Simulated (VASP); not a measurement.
Write the native input for VASP 6.6.1 that does the following.

```
Task                               : single point
Functional                         : PBEsol-based global hybrid with 25 % exact exchange
Potentials or basis                : VASP PAW PBE potentials, release 64 (Rh_pv)
Cutoff                             : 520 eV
k mesh                             : 6 × 6 × 6
Occupations                        : fermi-dirac, width 0.05 eV
Spin                               : no spin polarisation
Dipole correction                  : no
Grid for exact exchange (PRECFOCK) : Normal
Share of exact exchange            : 0.25
Further INCAR settings             : ALGO = Normal; EDIFF = 1e-06; NBANDS = 14
```

Crystal: Rh.

```
Rh
1.0
     0.00000    1.89785    1.89785
     1.89785    0.00000    1.89785
     1.89785    1.89785    0.00000
Rh
1
Direct
  0.00000 0.00000 0.00000
```

One way to write it, as run:

POSCAR

```
Rh
1.0
    0.0000000000      1.8978500000      1.8978500000
    1.8978500000      0.0000000000      1.8978500000
    1.8978500000      1.8978500000      0.0000000000
Rh
1
Direct
    0.0000000000      0.0000000000      0.0000000000
```

INCAR.step1

```
ALGO = Normal
EDIFF = 1E-5
ENCUT = 520
GGA = PE
ISIF = 2
ISMEAR = -1
LASPH = T
LCHARG = F
LREAL = F
LWAVE = T
NBANDS = 14
NELM = 80
PREC = Accurate
SIGMA = 0.05
```

INCAR.step2

```
AEXX = 0.25
ALGO = Normal
EDIFF = 1E-6
ENCUT = 520
GGA = PS
ISIF = 2
ISMEAR = -1
ISTART = 1
LASPH = T
LCHARG = F
LHFCALC = T
LREAL = F
LWAVE = F
NBANDS = 14
NELM = 80
PREC = Accurate
PRECFOCK = Normal
SIGMA = 0.05
```

KPOINTS

```
k-points
0
Gamma
  6 6 6
```

Potentials or basis: VASP PAW PBE potentials, release 64 (Rh_pv).

Command:

```console
$ cat potpaw_PBE.64/Rh_pv/POTCAR > POTCAR
$ cp INCAR.step1 INCAR
$ mpirun -np 1 vasp_std > vasp.out
$ cp INCAR.step2 INCAR
$ mpirun -np 1 vasp_std > vasp.out
```

It gave:

```json
{
 "Pressure": "-10.4 GPa",
 "Band gap on the k mesh": "zero (an odd number of electrons rules out a gap without spin polarisation)"
}
```

Caveat: the k points lie up to 0.48 Å⁻¹ apart, too coarse for converged energies and pressures of a metal; the PAW data sets were made with another functional, which shifts forces and pressure a little.

Run time: 8 min on 1 thread of Intel(R) Xeon(R) Platinum 8488C (Sapphire Rapids) (shared host), peak memory 0.14 GiB.
